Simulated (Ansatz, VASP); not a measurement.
**CaSe in VASP and in Ansatz**

Contents of POSCAR:

```
CaSe
1.0
    0.0000000000      2.9402293248      2.9402293248
    2.9402293248      0.0000000000      2.9402293248
    2.9402293248      2.9402293248      0.0000000000
Ca Se
1 1
Direct
    0.0000000000      0.0000000000      0.0000000000
    0.5000000000      0.5000000000      0.5000000000
```

INCAR.step1

```
SYSTEM = CaSe
PREC = Accurate ; ENCUT = 520
ISMEAR = 0 ; SIGMA = 0.01
LREAL = .FALSE. ; LASPH = .TRUE.
NELM = 60 ; NBANDS = 15
GGA = PE ; ALGO = Normal
EDIFF = 1E-4 ; LWAVE = .TRUE.
LCHARG = .FALSE.
```

File INCAR.step2:

```
SYSTEM = CaSe
PREC = Accurate ; ENCUT = 520
EDIFF = 1E-6 ; ISMEAR = 0
SIGMA = 0.01 ; LREAL = .FALSE.
LASPH = .TRUE. ; NELM = 60
ALGO = Normal ; ISIF = 2
LWAVE = .FALSE. ; LCHARG = .FALSE.
METAGGA = R2SCAN ; LMIXTAU = .TRUE.
NBANDS = 15 ; ISTART = 1
```

The input KPOINTS:

```
regular mesh
0
G
  8 8 8
  0 0 0
```

Input for Ansatz:

```yaml
crystal:
  lattice:
    - [0.0, 2.9402293248, 2.9402293248]
    - [2.9402293248, 0.0, 2.9402293248]
    - [2.9402293248, 2.9402293248, 0.0]
  atoms:
    - { symbol: Ca, position: [0.0, 0.0, 0.0] }
    - { symbol: Se, position: [0.5, 0.5, 0.5] }
kpoints:
  mp_grid: { grid: [8, 8, 8] }
  band_path:
    path:
      - [0.0, 0.0, 0.0]
      - [0.5, 0.0, 0.5]
      - [0.625, 0.25, 0.625]
      - [0.375, 0.375, 0.75]
      - [0.5, 0.5, 0.5]
      - [0.5, 0.25, 0.75]
      - [0.0, 0.5, 0.5]
    npoints: 1
hamiltonian:
  xc: r2scan
scf:
  occupations: { method: fixed }
  n_extra_bands: 4
output:
  forces: true
  stress: true
  eigenvalues: true
```

Change from the starting cell: hydrostatic strain -0.9%.

Alike in both runs: task single point; functional r2SCAN; k mesh 8 × 8 × 8; no spin polarisation.

```csv
,VASP,Ansatz
version,VASP 6.6.1,Ansatz 0.2.0
potentials or method,"VASP PAW PBE potentials, release 64 (Ca_sv, Se)","plane waves, PAW"
plane-wave cutoff (eV),520,500
occupations,"gaussian, width 0.01 eV",fixed
valence electrons in the cell,16,26
```

|  | VASP | Ansatz | Ansatz less VASP |
| --- | --- | --- | --- |
| gap on the k mesh at the Fermi level (eV) | 2.45 | 2.45 | +0.001 |
| pressure (GPa) | 1.8 | 1.5 | -0.27 |

VASP's potentials were made for PBE, not for r2SCAN. VASP's potentials hold 16 valence electrons a cell and Ansatz's 26, so a difference there can come from the potentials and not from the codes.
